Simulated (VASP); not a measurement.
Here is a VASP 6.6.1 calculation.

The input INCAR:

```
SYSTEM = RbBr
PREC = Accurate ; ENCUT = 520
EDIFF = 1E-6 ; ISMEAR = -1
SIGMA = 0.1 ; LREAL = .FALSE.
LASPH = .TRUE. ; NELM = 100
ALGO = Normal ; ISIF = 2
LWAVE = .FALSE. ; LCHARG = .TRUE.
LELF = .TRUE. ; LVHAR = .TRUE.
NBANDS = 15
```

File KPOINTS:

```
regular mesh
0
G
  12 12 12
  0 0 0
```

POSCAR

```
RbBr
1.0
    3.1883823464      0.0000000000      0.0000000000
    0.0000000000      3.1883823464      0.0000000000
    0.0000000000      0.0000000000      3.1883823464
Rb Br
1 1
Direct
    0.0000000000      0.0000000000      0.0000000000
    0.5000000000      0.5000000000      0.5000000000
```

Potentials or basis: VASP PAW LDA potentials, release 64 (Rb_sv, Br).

Command:

```bash
$ cat potpaw_LDA.64/Rb_sv/POTCAR potpaw_LDA.64/Br/POTCAR > POTCAR
$ mpirun -np 1 vasp_std > vasp.out
```

What does it give for the pressure?

75.8 GPa.

Predict the band gap on the k mesh.

2.20 eV, direct.

 A k mesh can miss the band edges.
